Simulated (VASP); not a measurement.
Crystal: BaTiO3.

```
Ba Ti O
1.0
     2.82737    1.63238    2.31839
    -2.82737    1.63238    2.31839
     0.00000   -3.26476    2.31839
Ba Ti O
1 1 3
Cartesian
  0.0000 0.0000 0.0000
  0.0000 0.0000 3.3698
  1.3885 -0.8017 2.3988
  -1.3885 -0.8017 2.3988
  0.0000 1.6033 2.3988
```

* Program: VASP 6.6.1
* Task: relaxation of cell and atoms
* Functional: PBE
* Potentials or basis: VASP PAW PBE potentials, release 64 (Ba_sv, Ti_sv, O)
* Cutoff: 600 eV
* k mesh: 7 × 7 × 7
* Occupations: fermi-dirac, width 0.05 eV
* Spin: no spin polarisation
* Hubbard terms: Ti d U = 2.0 eV

At the start: pressure 8.4 GPa; volume 12.84 Å³/atom.

Q: How do energy, volume and symmetry change on relaxing?

A: Over 7 steps the energy falls by 17.0 meV/atom and the volume is 13.42 Å³/atom (+4.5 %); space group R3m (No. 160, to 0.1 Å) before and after.

The path:
```tsv
step	energy change (eV)	largest force (eV/Å)	pressure (GPa)	volume (Å³)
1	0.0000	0.7315	8.43	64.20
2	0.0217	0.3989	-7.94	70.68
3	-0.0841	0.0838	-0.11	67.11
4	-0.0841	0.0891	-0.03	67.05
5	-0.0847	0.0507	0.03	67.04
6	-0.0850	0.0185	0.05	67.04
7	-0.0850	0.0074	-0.07	67.08
```

Final structure:
```yaml
crystal:
  lattice:
    - [2.86979, 1.65687, 2.35119]
    - [-2.86979, 1.65687, 2.35119]
    - [0.00000, -3.31375, 2.35119]
  atoms:
    - { symbol: Ba, position: [0.99838, 0.99838, 0.99838] }
    - { symbol: Ti, position: [0.48807, 0.48807, 0.48807] }
    - { symbol: O, position: [0.50852, 0.01570, 0.50852] }
    - { symbol: O, position: [0.01570, 0.50852, 0.50852] }
    - { symbol: O, position: [0.50852, 0.50852, 0.01570] }
```
